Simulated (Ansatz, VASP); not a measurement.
**Two plane-wave programs on AlN**

```
CELL_PARAMETERS angstrom
0.00000 2.20159 2.20159
2.20159 0.00000 2.20159
2.20159 2.20159 0.00000
ATOMIC_POSITIONS crystal
Al 0.00000 0.00000 0.00000
N 0.25000 0.25000 0.25000
```

Alike in both runs: functional PBE; k mesh 10 × 10 × 10; occupations gaussian, width 0.02 eV; no spin polarisation.

Ansatz relaxed the structure, and its values are those at the end. VASP's run is a single point on that final structure, the one shown.

```csv
,VASP,Ansatz
version,VASP 6.6.1,Ansatz 0.2.0
potentials or method,"VASP PAW PBE potentials, release 64 (Al, N), cutoff 600 eV","scalar-relativistic, plane waves, PAW"
valence electrons in the cell,8,8
```

Ansatz gave:

* gap on the k mesh at the Fermi level (eV): 3.31
* least direct gap on the mesh (eV): 3.98
* pressure (GPa): 0.0

Question: Which values does VASP return?

Answer: gap on the k mesh at the Fermi level (eV): 3.31; least direct gap on the mesh (eV): 3.98; pressure (GPa): -0.4.

With one functional, cell and mesh, what is left measures potentials, basis and numerics.
